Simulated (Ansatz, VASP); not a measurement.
Given: the input of a run of VASP 6.6.1 on SnO2.

The input INCAR:

```
ALGO = Normal ; EDIFF = 1E-6
ENCUT = 500 ; GGA = PE
ISIF = 2 ; ISMEAR = -1
LASPH = True ; LCHARG = False
LREAL = False ; LWAVE = False
NBANDS = 25 ; NELM = 60
PREC = Accurate ; SIGMA = 0.05
```

The input KPOINTS:

```
k-points
0
Gamma
  6 6 8
```

Contents of POSCAR:

```
SnO2
1.0
    4.7380000000      0.0000000000      0.0000000000
    0.0000000000      4.7380000000      0.0000000000
    0.0000000000      0.0000000000      3.1865000000
Sn O
2 4
Direct
    0.5000000000      0.5000000000      0.5000000000
    0.0000000000      0.0000000000      0.0000000000
    0.8071000000      0.1929000000      0.5000000000
    0.6929000000      0.6929000000      0.0000000000
    0.1929000000      0.8071000000      0.5000000000
    0.3071000000      0.3071000000      0.0000000000
```

KPOINTS_OPT

```
path GXMGZRAZ,XR,MA
15
line-mode
reciprocal
 0.0000000000  0.0000000000  0.0000000000  G
 0.0000000000  0.5000000000  0.0000000000  X

 0.0000000000  0.5000000000  0.0000000000  X
 0.5000000000  0.5000000000  0.0000000000  M

 0.5000000000  0.5000000000  0.0000000000  M
 0.0000000000  0.0000000000  0.0000000000  G

 0.0000000000  0.0000000000  0.0000000000  G
 0.0000000000  0.0000000000  0.5000000000  Z

 0.0000000000  0.0000000000  0.5000000000  Z
 0.0000000000  0.5000000000  0.5000000000  R

 0.0000000000  0.5000000000  0.5000000000  R
 0.5000000000  0.5000000000  0.5000000000  A

 0.5000000000  0.5000000000  0.5000000000  A
 0.0000000000  0.0000000000  0.5000000000  Z

 0.0000000000  0.5000000000  0.0000000000  X
 0.0000000000  0.5000000000  0.5000000000  R

 0.5000000000  0.5000000000  0.0000000000  M
 0.5000000000  0.5000000000  0.5000000000  A
```

Potentials or basis: VASP PAW PBE potentials, release 54 (Sn, O).

Launch:

```console
$ cat potpaw_PBE.54/Sn/POTCAR potpaw_PBE.54/O/POTCAR > POTCAR
$ mpirun -np 1 vasp_std > vasp.out
```

Translate it to Ansatz 0.2.0. Potentials there: Ansatz PAW.

As run (the cutoff follows the program's own potentials):

File input.yaml:

```yaml
crystal:
  lattice:
    - [4.738, 0.0, 0.0]
    - [0.0, 4.738, 0.0]
    - [0.0, 0.0, 3.1865]
  atoms:
    - { symbol: Sn, position: [0.5, 0.5, 0.5] }
    - { symbol: Sn, position: [0.0, 0.0, 0.0] }
    - { symbol: O, position: [0.8071, 0.1929, 0.5] }
    - { symbol: O, position: [0.6929, 0.6929, 0.0] }
    - { symbol: O, position: [0.1929, 0.8071, 0.5] }
    - { symbol: O, position: [0.3071, 0.3071, 0.0] }
hamiltonian:
  xc: pbe
  pseudopotentials: { kind: paw }
kpoints:
  mp_grid: { grid: [6, 6, 8] }
  band_path:
    path:
      - [[0.0, 0.0, 0.0], [0.0, 0.5, 0.0], [0.5, 0.5, 0.0], [0.0, 0.0, 0.0], [0.0, 0.0, 0.5], [0.0, 0.5, 0.5], [0.5, 0.5, 0.5], [0.0, 0.0, 0.5]]
      - [[0.0, 0.5, 0.0], [0.0, 0.5, 0.5]]
      - [[0.5, 0.5, 0.0], [0.5, 0.5, 0.5]]
    npoints: 14
scf:
  occupations: { method: fermi_dirac, width: 0.05 }
  n_extra_bands: 15
output:
  forces: true
  stress: true
  eigenvalues: true
  fatbands: false
```

Potentials or basis: Ansatz PAW.

Launch:

```sh
$ ansatz run input.yaml --threads 2 --pin off --max-ram 5632MiB --backend cpu --events-out ev --progress --plain --runs-dir out
```

Both were run:

|  | VASP | Ansatz | Ansatz less VASP |
| --- | --- | --- | --- |
| gap on the k mesh at the Fermi level (eV) | 1.26 | 1.28 | +0.019 |
| least direct gap on the mesh (eV) | 1.26 | 1.28 | +0.019 |
| gap along the band path (eV) | 1.26 | 1.28 | +0.019 |
| pressure (GPa) | 11.7 | 11.1 | -0.60 |
| traceless stress, the component that is largest in VASP (GPa) | 2.06 | 1.97 | -0.096 |
| rms of the force components (eV/Å) | 0.138 | 0.130 | -0.0082 |

Atom by atom the forces differ by 0.008 eV/Å (rms over components). With one functional, cell and mesh, what is left measures potentials, basis and numerics. VASP's potentials hold 32 valence electrons a cell and Ansatz's 52, so a difference there can come from the potentials and not from the codes.
